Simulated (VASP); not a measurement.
Write the native input for VASP 6.6.1 that does the following.

| Item | Value |
| --- | --- |
| Task | single point |
| Functional | r2SCAN |
| Potentials or basis | VASP PAW PBE potentials, release 64 (Si) |
| Cutoff | 520 eV |
| k mesh | 12 × 12 × 4 |
| Occupations | gaussian, width 0.05 eV |
| Spin | no spin polarisation |
| Dipole correction | no |
| Further INCAR settings | ALGO = Normal; EDIFF = 1e-06; NBANDS = 16 |

Crystal: Si.

```
CELL_PARAMETERS angstrom
3.83191 0.00000 0.00000
-1.91595 3.31853 0.00000
0.00000 0.00000 6.34182
ATOMIC_POSITIONS crystal
Si 0.29419 0.66667 0.08674
Si 0.66667 0.33333 0.56309
Si 0.33333 0.66667 0.43691
Si 0.66667 0.33333 0.93691
```

This cell differs from its parent crystal: atom 1 (Si) moved by (-0.150, +0.150) A along x and z.

The input as run:

POSCAR

```
Si
1.0
    3.8319083593      0.0000000000      0.0000000000
   -1.9159541797      3.3185299841      0.0000000000
    0.0000000000      0.0000000000      6.3418199252
Si
4
Direct
    0.2941883471      0.6666666667      0.0867433949
    0.6666666667      0.3333333333      0.5630908785
    0.3333333333      0.6666666667      0.4369091215
    0.6666666667      0.3333333333      0.9369091215
```

INCAR.step1

```
SYSTEM = Si
PREC = Accurate ; ENCUT = 520
ISMEAR = 0 ; SIGMA = 0.05
LREAL = .FALSE. ; LASPH = .TRUE.
NELM = 80 ; NBANDS = 16
GGA = PE ; ALGO = Normal
EDIFF = 1E-4 ; LWAVE = .TRUE.
LCHARG = .FALSE.
```

INCAR.step2

```
SYSTEM = Si
PREC = Accurate ; ENCUT = 520
EDIFF = 1E-6 ; ISMEAR = 0
SIGMA = 0.05 ; LREAL = .FALSE.
LASPH = .TRUE. ; NELM = 80
ALGO = Normal ; ISIF = 2
LWAVE = .FALSE. ; LCHARG = .FALSE.
METAGGA = R2SCAN ; LMIXTAU = .TRUE.
NBANDS = 16 ; ISTART = 1
```

KPOINTS

```
Automatic mesh
0
G
  12 12 4
  0 0 0
```

Potentials or basis: VASP PAW PBE potentials, release 64 (Si).

The run is started by

```sh
$ cat potpaw_PBE.64/Si/POTCAR > POTCAR
$ cp INCAR.step1 INCAR
$ mpirun -np 1 vasp_std > vasp.out
$ cp INCAR.step2 INCAR
$ mpirun -np 1 vasp_std > vasp.out
```

It gave:

| Property | Result |
| --- | --- |
| Pressure | 0.4 GPa |
| Largest force | 2.892 eV/Å |
| Band gap on the k mesh | zero (bands 8 and 9 overlap by 0.12 eV) |

Caveat: the cell differs from its parent crystal (atom 1 (Si) moved by (-0.150, +0.150) A along x and z); the stress differs along the axes, from -1 to 4 GPa; semilocal functionals underestimate gaps, and a narrow one can read as zero; the PAW data sets were made with another functional, which shifts forces and pressure a little.

Run time: 27 min on 1 thread of Oxide Virtual Turin-like Processor, with other jobs on the host, peak memory 0.35 GiB.
